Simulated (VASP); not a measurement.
# PtSe2 (CdI2 type) (P-3m1) in VASP: relaxation of cell and atoms with PBE

Aim: the relaxation of cell and atoms of PtSe2 (CdI2 type) with PBE.

Everything below comes from runs of VASP 6.6.1. Logs are shortened: lines on timing, memory, paths and dates and some standing lists are left out, and cuts for length are marked.

### Step 1. The cell of the first run

It takes space group P-3m1 (No. 164, trigonal). The conventional cell has a = 3.563 Å, b = 3.563 Å, c = 5.701 Å, α = 90.00°, β = 90.00°, γ = 120.00°. Within 3.3 Å of Pt (site symmetry -3m) lie 6 Se at 2.50 Å. Se (site symmetry 3m) has 3 Pt at 2.50 Å within 3.3 Å.

### Step 2. Relaxation of cell and atoms, PBE

INCAR reads:

```
SYSTEM = PtSe2
ALGO = Normal
EDIFF = 1E-6
EDIFFG = -0.005
ENCUT = 600
GGA = PE
IBRION = 2
ISIF = 3
ISMEAR = -1
LASPH = .TRUE.
LCHARG = .FALSE.
LREAL = .FALSE.
LWAVE = .FALSE.
NELM = 60
NSW = 100
PREC = Accurate
SIGMA = 0.05
```

KPOINTS reads:

```
k-points
0
G
  12 12 7
  0 0 0
```

POSCAR reads:

```
PtSe2
1.0
    3.5633102501      0.0000000000      0.0000000000
   -1.7816551250      3.0859171981      0.0000000000
    0.0000000000      0.0000000000      5.7012964001
Pt Se
1 2
Direct
    0.0000000000      0.0000000000      0.0000000000
    0.3333333333      0.6666666667      0.2500000000
    0.6666666667      0.3333333333      0.7500000000
```

Potentials or basis: VASP PAW PBE potentials, release 64 (Pt, Se).

Launch:

```console
cat potpaw_PBE.64/Pt/POTCAR potpaw_PBE.64/Se/POTCAR > POTCAR
mpirun -np 1 vasp_std > vasp.out
```

OUTCAR:

```text
SYSTEM = PtSe2
   EDIFF = 1E-6
   EDIFFG = -0.005
   ENCUT = 600
   GGA = PE
   IBRION = 2
   ISIF = 3
   ISMEAR = -1
   LASPH = .TRUE.
   LREAL = .FALSE.
   NELM = 60
   NSW = 100
   PREC = Accurate

 ion  position               nearest neighbor table
   1  0.000  0.000  0.000-   2 2.50   3 2.50   2 2.50   3 2.50   3 2.50   2 2.50
   2  0.333  0.667  0.250-   1 2.50   1 2.50   1 2.50
   3  0.667  0.333  0.750-   1 2.50   1 2.50   1 2.50

  LATTYP: Found a hexagonal cell.
 ALAT       =     3.5633102501
 C/A-ratio  =     1.6000000000

  Lattice vectors:

 A1 = (   3.5633102501,   0.0000000000,   0.0000000000)
 A2 = (  -1.7816551250,   3.0859171981,   0.0000000000)
 A3 = (   0.0000000000,   0.0000000000,   5.7012964001)

Analysis of symmetry for initial positions (statically):
=====================================================================
 Subroutine PRICEL returns:
 Original cell was already a primitive cell.

 Routine SETGRP: Setting up the symmetry group for a
 hexagonal supercell.

 Subroutine GETGRP returns: Found 12 space group operations
 (whereof 12 operations were pure point group operations)
 out of a pool of 24 trial point group operations.

The static configuration has the point symmetry D_3d.

Analysis of symmetry for dynamics (positions and initial velocities):
=====================================================================
 Subroutine PRICEL returns:
 Original cell was already a primitive cell.

 Routine SETGRP: Setting up the symmetry group for a
 hexagonal supercell.

 Subroutine GETGRP returns: Found 12 space group operations
 (whereof 12 operations were pure point group operations)
 out of a pool of 24 trial point group operations.

The dynamic configuration has the point symmetry D_3d.

 Subroutine INISYM returns: Found 12 space group operations
 (whereof 12 operations are pure point group operations),
 and found     1 'primitive' translations

----------------------------------------------------------------------------------------

                                     Primitive cell

  volume of cell :      62.6919

  direct lattice vectors                    reciprocal lattice vectors
     3.563310250  0.000000000  0.000000000     0.280637926  0.162026382  0.000000000
    -1.781655125  3.085917198  0.000000000     0.000000000  0.324052765  0.000000000
     0.000000000  0.000000000  5.701296400     0.000000000  0.000000000  0.175398704

  length of vectors
     3.563310250  3.563310250  5.701296400     0.324052765  0.324052765  0.175398704

  position of ions in fractional coordinates (direct lattice)
     0.000000000  0.000000000  0.000000000
     0.333333333  0.666666667  0.250000000
     0.666666667  0.333333333  0.750000000

  ion indices of the primitive-cell ions
   primitive index   ion index
                 1           1
                 2           2
                 3           3

----------------------------------------------------------------------------------------

 KPOINTS: k-points

Automatic generation of k-mesh.
 Grid dimensions read from file:
 generate k-points for:   12   12    7

 Generating k-lattice:

  Cartesian coordinates                     Fractional coordinates (reciprocal lattice)
     0.023386494  0.013502199  0.000000000     0.083333333  0.000000000  0.000000000
     0.000000000  0.027004397  0.000000000     0.000000000  0.083333333  0.000000000
     0.000000000  0.000000000  0.025056958     0.000000000  0.000000000  0.142857143

  Length of vectors
     0.027004397  0.027004397  0.025056958

  Shift w.r.t. Gamma in fractional coordinates (k-lattice)
     0.000000000  0.000000000  0.000000000

 Subroutine IBZKPT returns following result:
 ===========================================

 Found    112 irreducible k-points:

 Following reciprocal coordinates:
            Coordinates               Weight
  0.000000  0.000000  0.000000      1.000000
  0.083333 -0.000000  0.000000      6.000000
  0.166667 -0.000000  0.000000      6.000000
  0.250000  0.000000  0.000000      6.000000
  0.333333 -0.000000  0.000000      6.000000
  0.416667 -0.000000  0.000000      6.000000
[... 16 lines left out ...]
  0.166667 -0.000000  0.142857      6.000000
  0.000000  0.166667  0.142857      6.000000
 [... further k-points ...]
   k-points           NKPTS =    112   k-points in BZ     NKDIM =    112   number of bands    NBANDS=     15
   number of dos      NEDOS =    301   number of ions     NIONS =      3
   total plane-waves  NPLWV =  37632
   dimension x,y,z NGX =    28 NGY =   28 NGZ =   48
   dimension x,y,z NGXF=    56 NGYF=   56 NGZF=   96
   ions per type =               1   2
   NGX,Y,Z   is equivalent  to a cutoff of  13.06, 13.06, 14.00 a.u.
   NGXF,Y,Z  is equivalent  to a cutoff of  26.13, 26.13, 27.99 a.u.
 SYSTEM =  PtSe2
   PREC   = accura    normal or accurate (medium, high low for compatibility)
   ISTART =      0    job   : 0-new  1-cont  2-samecut
   ICHARG =      2    charge: 1-file 2-atom 10-const
   ISPIN  =      1    spin polarized calculation?
   LNONCOLLINEAR =      F non collinear calculations
   LSORBIT =      F    spin-orbit coupling
   LASPH  =      T    aspherical Exc in radial PAW
   ENCUT  =  600.0 eV  44.10 Ry    6.64 a.u.   7.12  7.12 11.39*2*pi/ulx,y,z
   NELM   =     60;   NELMIN=  2; NELMDL= -5     # of ELM steps
   EDIFF  = 0.1E-05   stopping-criterion for ELM
   LREAL  =      F    real-space projection
   EDIFFG = -.5E-02   stopping-criterion for IOM
   NSW    =    100    number of steps for IOM
   IBRION =      2    ionic relax: 0-MD 1-quasi-New 2-CG
   NFREE  =      1    steps in history (QN), initial steepest desc. (CG)
   ISIF   =      3    stress and relaxation
   ISYM   =      2    0-nonsym 1-usesym 2-fastsym
   POTIM  = 0.5000    time-step for ionic-motion
   TEBEG  =    0.0;   TEEND  =   0.0 temperature during run
   PSTRESS=    0.0 pullay stress
   NELECT =      22.0000    total number of electrons
   NUPDOWN=      -1.0000    fix difference up-down
   EMIN   =  10.00;   EMAX   =-10.00  energy-range for DOS
   EFERMI =   0.00;   METHOD = LEGACY
   ISMEAR =    -1;   SIGMA  =   0.05  broadening in eV -4-tet -1-fermi 0-gaus
   EFERMI_NEDOS =   21; number of points for ismear=-14 and -15
   IALGO  =     38    algorithm
   IMIX   =      4    mixing-type and parameters
     AMIX     =   0.40;   BMIX     =  1.00
     AMIX_MAG =   1.60;   BMIX_MAG =  1.00
  volume/ion in A,a.u.               =      20.90       141.02
  Fermi-wavevector in a.u.,A,eV,Ry     =   1.154725  2.182114 18.141868  1.333390
  Thomas-Fermi vector in A             =   2.291359
   LORBIT       =      0    0 simple, 1 ext, 2 COOP (PROOUT), +10 PAW based schemes
   GGA     = PE    functional components
   LHFCALC =     F    Hartree Fock is set to
   AEXX    =    0.0000 exact exchange contribution
   IVDW    =     0    specifies the selected vdW correction
   LEPSILON=     F    determine dielectric tensor
   LRPA    =     F    only Hartree local field effects (RPA)
 conjugate gradient relaxation of ions
 non-spin polarized calculation
  energy-cutoff  :      600.00
  volume of cell :       62.69
 maximum number of plane-waves:      2124
   NGX = 15   NGY = 15   NGZ = 23

--------------------------------------- Ionic step        1  -------------------------------------------

 number of electron      21.9999998 magnetization

 Free energy of the ion-electron system (eV)
  ---------------------------------------------------
  ext. energy  EPLUGINS =         0.00000000
  ---------------------------------------------------
  free energy    TOTEN  =       -14.04179611 eV

  energy without entropy =      -14.04086717  energy(sigma->0) =      -14.04133164

------------------------ aborting loop because EDIFF is reached ----------------------------------------

  FORCE on cell =-STRESS in cart. coord.  units (eV):
  Direction    XX          YY          ZZ          XY          YZ          ZX
  --------------------------------------------------------------------------------------
  -------------------------------------------------------------------------------------
  Total        3.9950450      3.9950450      0.4343301      0.0000000      0.0000000      0.0000000
  in kB      102.0988215    102.0988215     11.0998979      0.0000000      0.0000000      0.0000000
  external PRESSURE =      71.7658470 kB  Pullay stress =       0.0000000 kB
[... 962 lines left out ...]
      1      -9.5403      2.00000
      2      -7.8208      2.00000
      3      -1.0477      2.00000
      4      -0.6537      2.00000
      5      -0.5067      2.00000
      6       0.9383      2.00000
      7       1.3032      2.00000
      8       2.2343      2.00000
      9       3.5977      2.00000
     10       4.1378      2.00000
     11       5.0545      1.77730
     12       5.9412      0.00000
     13       6.5607      0.00000
     14      10.0645      0.00000
     15      10.5118      0.00000

 [... further k-points ...]

[... ionic steps 4 to 26 ...]

--------------------------------------- Ionic step       27  -------------------------------------------

 number of electron      21.9999998 magnetization

------------------------ aborting loop because EDIFF is reached ----------------------------------------

  FORCE on cell =-STRESS in cart. coord.  units (eV):
  Direction    XX          YY          ZZ          XY          YZ          ZX
  --------------------------------------------------------------------------------------
  -------------------------------------------------------------------------------------
  Total        0.0244749      0.0244749     -0.0097627      0.0000000      0.0000000     -0.0000000
  in kB        0.5064815      0.5064815     -0.2020290      0.0000000      0.0000000     -0.0000000
  external PRESSURE =       0.2703114 kB  Pullay stress =       0.0000000 kB
[... 59 lines left out ...]
  energy  without entropy=      -14.3004913057  energy(sigma->0) =      -14.30049877

--------------------------------------- Ionic step       29  -------------------------------------------

 number of electron      21.9999998 magnetization

 Free energy of the ion-electron system (eV)
  ---------------------------------------------------
  ext. energy  EPLUGINS =         0.00000000
  ---------------------------------------------------
  free energy    TOTEN  =       -14.30051989 eV

  energy without entropy =      -14.30050455  energy(sigma->0) =      -14.30051222

 E-fermi :   3.7322     XC(G=0):  -9.1356

 val. band max:        3.3221787565   @ k =   0.0833   0.0833   0.0000
 cond. band min:       4.0717418760   @ k =   0.0000   0.2500   0.2857
 fundamental gap:      0.7495631195
 Fermi energy:         3.7322455514

 k-point     1 :       0.0000    0.0000    0.0000
  band No.  band energies     occupation
      1     -10.9521      2.00000
      2      -9.0938      2.00000
      3      -2.1879      2.00000
      4      -2.0249      2.00000
      5      -2.0249      2.00000
      6       0.2134      2.00000
      7       0.2134      2.00000
      8       1.6314      2.00000
      9       2.9869      2.00000
     10       2.9869      2.00000
     11       3.1316      1.99999
     12       5.8695      0.00000
[... 447 lines left out ...]
  FREE ENERGIE OF THE ION-ELECTRON SYSTEM (eV)
  ---------------------------------------------------
  free  energy   TOTEN  =       -14.3005198901 eV

  energy  without entropy=      -14.3005045490  energy(sigma->0) =      -14.30051222

 reached required accuracy - stopping structural energy minimisation
```

Run time: 18 min. Hardware: 1 thread of Intel Xeon Platinum 8559C (Emerald Rapids), shared host; peak memory 0.3 GiB.

Results:

| Property | Result |
| --- | --- |
| Free energy | -14.3005 eV |
| Relaxed volume | 25.82 Å³/atom |
| Relaxed cell | a = 3.752 Å, b = 3.752 Å, c = 6.353 Å, α = 90.00°, β = 90.00°, γ = 120.00° |
| Space group after relaxing (to 0.05 Å) | P-3m1 (No. 164) |
| Energy gained by relaxing | 86.2 meV/atom |
| Ionic steps | 29 |
| Pressure after relaxing | 0.0 GPa |
| Band gap on the k mesh | 0.75 eV, indirect (least direct gap 0.94 eV) |

The path:
```tsv
step	energy change (eV)	largest force (eV/Å)	pressure (GPa)	volume (Å³)
1	0.0000	0.2144	7.18	62.69
2	-0.0523	1.3090	-6.99	71.50
3	-0.1343	0.9030	-1.78	67.41
4	-0.2263	0.3881	-0.87	67.63
5	-0.2399	0.0844	-0.36	67.71
6	-0.2399	0.1015	-0.40	67.70
7	-0.2397	0.0065	0.79	67.14
8	-0.2405	0.0507	0.18	67.43
9	-0.2410	0.0480	0.17	67.55
10	-0.2425	0.0399	0.18	67.92
11	-0.2452	0.0221	0.24	68.64
12	-0.2496	0.0254	0.40	70.08
13	-0.2534	0.1578	1.00	72.94
14	-0.2537	0.1516	0.94	73.03
15	-0.2545	0.1323	0.81	73.32
16	-0.2559	0.0952	0.53	73.90
17	-0.2573	0.0235	-0.01	75.06
18	-0.2575	0.0082	-0.23	75.58
19	-0.2575	0.0110	-0.26	75.63
20	-0.2576	0.0141	-0.25	75.77
21	-0.2580	0.0218	-0.24	76.18
22	-0.2585	0.0357	-0.21	77.01
23	-0.2583	0.0551	-0.11	78.64
24	-0.2586	0.0386	-0.17	77.56
25	-0.2587	0.0048	0.07	77.40
26	-0.2587	0.0097	0.02	77.43
27	-0.2587	0.0090	0.03	77.42
28	-0.2587	0.0072	0.02	77.43
29	-0.2587	0.0012	0.00	77.46
```

Final structure:
```cif
data_structure
_symmetry_space_group_name_H-M 'P 1'
_symmetry_Int_Tables_number 1
_cell_length_a 3.7521
_cell_length_b 3.7521
_cell_length_c 6.3534
_cell_angle_alpha 90.000
_cell_angle_beta 90.000
_cell_angle_gamma 120.000
_cell_volume 77.46
loop_
_atom_site_label
_atom_site_type_symbol
_atom_site_fract_x
_atom_site_fract_y
_atom_site_fract_z
_atom_site_occupancy
Pt1 Pt 0.00000 0.00000 0.00000 1
Se1 Se 0.33333 0.66667 0.20559 1
Se2 Se 0.66667 0.33333 0.79441 1
```

Caveat: the volume moved by over 15 % at a fixed basis, so the end points are rough; spin-orbit coupling is left out, which moves the levels of the heavy elements; this functional lacks dispersion, which binds the layers, so the pressure and a relaxed spacing across them are unreliable. A hybrid or GW would open this gap; PBE tends to underestimate it.
